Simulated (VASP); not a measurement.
# TaBi (F-43m) in VASP: single point with PBE

Aim: the single point of TaBi with PBE.

Program: VASP 6.6.1. These are calculated values, not measurements. Logs are shortened: lines on timing, memory, paths and dates and some standing lists are left out, and cuts for length are marked.

**1. The cell of the first run**

Symmetry: F-43m, No. 216, cubic system. Conventional cell: a = 6.461 Å, b = 6.461 Å, c = 6.461 Å, α = 90.00°, β = 90.00°, γ = 90.00°. Within 3.7 Å of Ta (site symmetry -43m) lie 4 Bi at 2.80 Å. Bi (site symmetry -43m) has 4 Ta at 2.80 Å within 3.7 Å.

**2. Single point, PBE**

POSCAR

```
TaBi
1.0
    0.0000000000      3.2304824722      3.2304824722
    3.2304824722      0.0000000000      3.2304824722
    3.2304824722      3.2304824722      0.0000000000
Ta Bi
1 1
Direct
    0.0000000000      0.0000000000      0.0000000000
    0.2500000000      0.2500000000      0.2500000000
```

INCAR.step1

```
SYSTEM = TaBi
PREC = Accurate
ENCUT = 520
EDIFF = 1E-7
ISMEAR = 0
SIGMA = 0.05
LREAL = .False.
LASPH = .True.
NELM = 100
ALGO = Normal
ISIF = 2
LWAVE = .False.
LCHARG = .True.
LMAXMIX = 4
GGA = PE
NBANDS = 20
```

KPOINTS.step1

```
regular mesh
0
Gamma
  10 10 10
  0 0 0
```

INCAR.step2

```
SYSTEM = TaBi
PREC = Accurate
ENCUT = 520
EDIFF = 1E-7
ISMEAR = -5
SIGMA = 0.05
LREAL = .False.
LASPH = .True.
NELM = 100
ALGO = Normal
ISIF = 2
LWAVE = .False.
LCHARG = .False.
LMAXMIX = 4
GGA = PE
LORBIT = 11
NBANDS = 20
NEDOS = 2001
ICHARG = 11
```

KPOINTS.step2

```
regular mesh
0
Gamma
  15 15 15
  0 0 0
```

Potentials or basis: VASP PAW PBE potentials, release 64 (Ta_pv, Bi_d).

On the command line:

```bash
cat potpaw_PBE.64/Ta_pv/POTCAR potpaw_PBE.64/Bi_d/POTCAR > POTCAR
cp INCAR.step1 INCAR
cp KPOINTS.step1 KPOINTS
mpirun -np 1 vasp_std > vasp.out
cp INCAR.step2 INCAR
cp KPOINTS.step2 KPOINTS
mpirun -np 1 vasp_std > vasp.out
```

OUTCAR:

```text
SYSTEM = TaBi
   PREC = Accurate
   ENCUT = 520
   EDIFF = 1E-7
   ISMEAR = -5
   LREAL = .False.
   LASPH = .True.
   NELM = 100
   ISIF = 2
   GGA = PE
   LORBIT = 11
   ICHARG = 11

 ion  position               nearest neighbor table
   1  0.000  0.000  0.000-   2 2.80   2 2.80   2 2.80   2 2.80
   2  0.250  0.250  0.250-   1 2.80   1 2.80   1 2.80   1 2.80

  LATTYP: Found a face centered cubic cell.
 ALAT       =     6.4609649444

  Lattice vectors:

 A1 = (   0.0000000000,   3.2304824722,   3.2304824722)
 A2 = (   3.2304824722,   0.0000000000,   3.2304824722)
 A3 = (   3.2304824722,   3.2304824722,   0.0000000000)

Analysis of symmetry for initial positions (statically):
=====================================================================
 Subroutine PRICEL returns:
 Original cell was already a primitive cell.

 Routine SETGRP: Setting up the symmetry group for a
 face centered cubic supercell.

 Subroutine GETGRP returns: Found 24 space group operations
 (whereof 24 operations were pure point group operations)
 out of a pool of 48 trial point group operations.

The static configuration has the point symmetry T_d .

Analysis of symmetry for dynamics (positions and initial velocities):
=====================================================================
 Subroutine PRICEL returns:
 Original cell was already a primitive cell.

 Routine SETGRP: Setting up the symmetry group for a
 face centered cubic supercell.

 Subroutine GETGRP returns: Found 24 space group operations
 (whereof 24 operations were pure point group operations)
 out of a pool of 48 trial point group operations.

The dynamic configuration has the point symmetry T_d .

 Subroutine INISYM returns: Found 24 space group operations
 (whereof 24 operations are pure point group operations),
 and found     1 'primitive' translations

----------------------------------------------------------------------------------------

                                     Primitive cell

  volume of cell :      67.4267

  direct lattice vectors                    reciprocal lattice vectors
     0.000000000  3.230482472  3.230482472    -0.154775642  0.154775642  0.154775642
     3.230482472  0.000000000  3.230482472     0.154775642 -0.154775642  0.154775642
     3.230482472  3.230482472  0.000000000     0.154775642  0.154775642 -0.154775642

  length of vectors
     4.568592125  4.568592125  4.568592125     0.268079276  0.268079276  0.268079276

  position of ions in fractional coordinates (direct lattice)
     0.000000000  0.000000000  0.000000000
     0.250000000  0.250000000  0.250000000

  ion indices of the primitive-cell ions
   primitive index   ion index
                 1           1
                 2           2

----------------------------------------------------------------------------------------

 KPOINTS: regular mesh

Automatic generation of k-mesh.
 Grid dimensions read from file:
 generate k-points for:   15   15   15

 Generating k-lattice:

  Cartesian coordinates                     Fractional coordinates (reciprocal lattice)
    -0.010318376  0.010318376  0.010318376     0.066666667  0.000000000  0.000000000
     0.010318376 -0.010318376  0.010318376     0.000000000  0.066666667  0.000000000
     0.010318376  0.010318376 -0.010318376     0.000000000  0.000000000  0.066666667

  Length of vectors
     0.017871952  0.017871952  0.017871952

  Shift w.r.t. Gamma in fractional coordinates (k-lattice)
     0.000000000  0.000000000  0.000000000

 TETIRR: Found    484 inequivalent tetrahedra from    20250

 Subroutine IBZKPT returns following result:
 ===========================================

 Found    120 irreducible k-points:

 Following reciprocal coordinates:
            Coordinates               Weight
  0.000000  0.000000  0.000000      1.000000
  0.066667  0.000000  0.000000      8.000000
  0.133333  0.000000  0.000000      8.000000
  0.200000  0.000000  0.000000      8.000000
  0.266667  0.000000  0.000000      8.000000
  0.333333  0.000000  0.000000      8.000000
[... 16 lines left out ...]
  0.133333  0.133333  0.000000      6.000000
  0.200000  0.133333  0.000000     24.000000
 [... further k-points ...]
   k-points           NKPTS =    120   k-points in BZ     NKDIM =    120   number of bands    NBANDS=     20
   number of dos      NEDOS =   2001   number of ions     NIONS =      2
   total plane-waves  NPLWV =  46656
   dimension x,y,z NGX =    36 NGY =   36 NGZ =   36
   dimension x,y,z NGXF=    72 NGYF=   72 NGZF=   72
   ions per type =               1   1
   NGX,Y,Z   is equivalent  to a cutoff of  13.10, 13.10, 13.10 a.u.
   NGXF,Y,Z  is equivalent  to a cutoff of  26.20, 26.20, 26.20 a.u.
 SYSTEM =  TaBi
   PREC   = accura    normal or accurate (medium, high low for compatibility)
   ISTART =      0    job   : 0-new  1-cont  2-samecut
   ICHARG =     11    charge: 1-file 2-atom 10-const
   ISPIN  =      1    spin polarized calculation?
   LNONCOLLINEAR =      F non collinear calculations
   LSORBIT =      F    spin-orbit coupling
   LASPH  =      T    aspherical Exc in radial PAW
   ENCUT  =  520.0 eV  38.22 Ry    6.18 a.u.   8.49  8.49  8.49*2*pi/ulx,y,z
   NELM   =    100;   NELMIN=  2; NELMDL=  0     # of ELM steps
   EDIFF  = 0.1E-06   stopping-criterion for ELM
   LREAL  =      F    real-space projection
   EDIFFG = 0.1E-05   stopping-criterion for IOM
   NSW    =      0    number of steps for IOM
   IBRION =     -1    ionic relax: 0-MD 1-quasi-New 2-CG
   NFREE  =      0    steps in history (QN), initial steepest desc. (CG)
   ISIF   =      2    stress and relaxation
   ISYM   =      2    0-nonsym 1-usesym 2-fastsym
   POTIM  = 0.5000    time-step for ionic-motion
   TEBEG  =    0.0;   TEEND  =   0.0 temperature during run
   PSTRESS=    0.0 pullay stress
   NELECT =      26.0000    total number of electrons
   NUPDOWN=      -1.0000    fix difference up-down
   EMIN   =  10.00;   EMAX   =-10.00  energy-range for DOS
   EFERMI =   0.00;   METHOD = LEGACY
   ISMEAR =    -5;   SIGMA  =   0.05  broadening in eV -4-tet -1-fermi 0-gaus
   EFERMI_NEDOS =   21; number of points for ismear=-14 and -15
   IALGO  =     38    algorithm
   IMIX   =      4    mixing-type and parameters
     AMIX     =   0.40;   BMIX     =  1.00
     AMIX_MAG =   1.60;   BMIX_MAG =  1.00
  volume/ion in A,a.u.               =      33.71       227.51
  Fermi-wavevector in a.u.,A,eV,Ry     =   1.191576  2.251753 19.318291  1.419854
  Thomas-Fermi vector in A             =   2.327635
   LORBIT       =     11    0 simple, 1 ext, 2 COOP (PROOUT), +10 PAW based schemes
   GGA     = PE    functional components
   LHFCALC =     F    Hartree Fock is set to
   AEXX    =    0.0000 exact exchange contribution
   IVDW    =     0    specifies the selected vdW correction
   LEPSILON=     F    determine dielectric tensor
   LRPA    =     F    only Hartree local field effects (RPA)
 non-spin polarized calculation
 Fermi weights with tetrahedron method with Bloechl corrections
  energy-cutoff  :      520.00
  volume of cell :       67.43
 maximum number of plane-waves:      1837
 NGX is ok and might be reduce to    36

 number of electron      26.0000001 magnetization

 Free energy of the ion-electron system (eV)
  ---------------------------------------------------
  ext. energy  EPLUGINS =         0.00000000
  ---------------------------------------------------
  free energy    TOTEN  =       -12.44591708 eV

  energy without entropy =      -12.44591708  energy(sigma->0) =      -12.44591708

 E-fermi :   4.3795     XC(G=0):  -9.4105

 val. band max:        4.3979158826   @ k =   0.1333   0.0000   0.0000
 cond. band min:       4.3698438416   @ k =   0.2000   0.0000   0.0000
 fundamental gap:     -0.0280720410
 Fermi energy:         4.3795458415

 k-point     1 :       0.0000    0.0000    0.0000
  band No.  band energies     occupation
      1     -31.0440      2.00000
      2     -31.0440      2.00000
      3     -31.0440      2.00000
      4     -18.1742      2.00000
      5     -18.1742      2.00000
      6     -18.1742      2.00000
[... 12 lines left out ...]
     19      10.2811      0.00000
     20      10.2811      0.00000

 k-point     2 :       0.0667    0.0000    0.0000
  band No.  band energies     occupation
      1     -31.0443      2.00000
      2     -31.0440      2.00000
      3     -31.0440      2.00000
      4     -18.1752      2.00000
      5     -18.1744      2.00000
      6     -18.1744      2.00000
[... 12 lines left out ...]
     19      10.3635      0.00000
     20      10.4392      0.00000

 k-point     3 :       0.1333    0.0000    0.0000
  band No.  band energies     occupation
      1     -31.0450      2.00000
      2     -31.0440      2.00000
      3     -31.0440      2.00000
      4     -18.1778      2.00000
      5     -18.1750      2.00000
      6     -18.1750      2.00000
[... 12 lines left out ...]
     19      10.3930      0.00000
     20      10.7682      0.00000

 k-point     4 :       0.2000    0.0000    0.0000
  band No.  band energies     occupation
      1     -31.0461      2.00000
      2     -31.0441      2.00000
      3     -31.0441      2.00000
      4     -18.1818      2.00000
      5     -18.1756      2.00000
      6     -18.1756      2.00000
[... 429 lines left out ...]
 k-point    23 :       0.1333    0.1333    0.0000
  band No.  band energies     occupation
      1     -31.0452      2.00000
      2     -31.0442      2.00000
      3     -31.0442      2.00000
      4     -18.1796      2.00000
      5     -18.1749      2.00000
      6     -18.1749      2.00000
[... 12 lines left out ...]
     19       9.7421      0.00000
     20      11.2764      0.00000

 k-point    24 :       0.2000    0.1333    0.0000
  band No.  band energies     occupation
      1     -31.0459      2.00000
      2     -31.0442      2.00000
      3     -31.0442      2.00000
      4     -18.1824      2.00000
      5     -18.1756      2.00000
      6     -18.1753      2.00000
[... 12 lines left out ...]
     19       9.8356      0.00000
     20      11.3915      0.00000

 [... further k-points ...]

------------------------ aborting loop because EDIFF is reached ----------------------------------------

  FORCE on cell =-STRESS in cart. coord.  units (eV):
  Direction    XX          YY          ZZ          XY          YZ          ZX
  --------------------------------------------------------------------------------------
  -------------------------------------------------------------------------------------
  Total       -0.1014979     -0.1014979     -0.1014979     -0.0000000     -0.0000000      0.0000000
  in kB       -2.4117676     -2.4117676     -2.4117676     -0.0000000     -0.0000000      0.0000000
  external PRESSURE =      -2.4117676 kB  Pullay stress =       0.0000000 kB

 VOLUME and BASIS-vectors are now :
 -----------------------------------------------------------------------------
  energy-cutoff  :      520.00
  volume of cell :       67.43
      direct lattice vectors                 reciprocal lattice vectors
     0.000000000  3.230482472  3.230482472    -0.154775642  0.154775642  0.154775642
     3.230482472  0.000000000  3.230482472     0.154775642 -0.154775642  0.154775642
     3.230482472  3.230482472  0.000000000     0.154775642  0.154775642 -0.154775642

 POSITION                                       TOTAL-FORCE (eV/Angst)
 -----------------------------------------------------------------------------------
      0.00000      0.00000      0.00000         0.000000      0.000000     -0.000000
      1.61524      1.61524      1.61524        -0.000000     -0.000000      0.000000
 -----------------------------------------------------------------------------------
    total drift:                                0.000000      0.000000      0.000000

  FREE ENERGIE OF THE ION-ELECTRON SYSTEM (eV)
  ---------------------------------------------------
  free  energy   TOTEN  =       -12.4459170842 eV

  energy  without entropy=      -12.4459170842  energy(sigma->0) =      -12.44591708

 total charge

# of ion       s       p       d       tot
------------------------------------------
    1        0.314   6.052   2.308   8.673
    2        1.420   1.745   9.935  13.100
--------------------------------------------------
tot          1.733   7.797  12.243  21.774
```

Wall time 4.1 min (1 thread of Intel Xeon 8259CL, shared host); peak memory 0.31 GiB.

Results:

```yaml
Valence_electrons_inside_the_program's_atomic_spheres: Ta 8.67; Bi 13.10
```

Caveat: spin-orbit coupling is left out, which moves the levels of the heavy elements.
